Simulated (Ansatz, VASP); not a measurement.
Two plane-wave programs on LiF

```
CELL_PARAMETERS angstrom
0.00000 2.04171 2.04171
2.04171 0.00000 2.04171
2.04171 2.04171 0.00000
ATOMIC_POSITIONS crystal
Li 0.00000 0.00000 0.00000
F 0.50000 0.50000 0.50000
```

Alike in both runs: task single point; functional LDA; k mesh 8 × 8 × 8; occupations gaussian, width 0.1 eV; no spin polarisation.

|  | VASP | Ansatz |
| --- | --- | --- |
| version | VASP 6.6.1 | Ansatz 0.2.0 |
| potentials or method | VASP PAW LDA potentials, release 64 (Li_sv, F), cutoff 520 eV | scalar-relativistic, plane waves, PAW |
| valence electrons in the cell | 10 | 10 |

```tsv
	VASP	Ansatz	Ansatz less VASP
gap on the k mesh at the Fermi level (eV)	8.48	8.48	+0.008
least direct gap on the mesh (eV)	8.48	8.48	+0.008
```

Ansatz warns that its potentials were made for another functional, while VASP's fit it. LDA's correlation is that of Perdew and Zunger in VASP and of Perdew and Wang (1992) in Ansatz.

Noted on VASP's run: the cutoff is short for stress, so the pressure is rough.
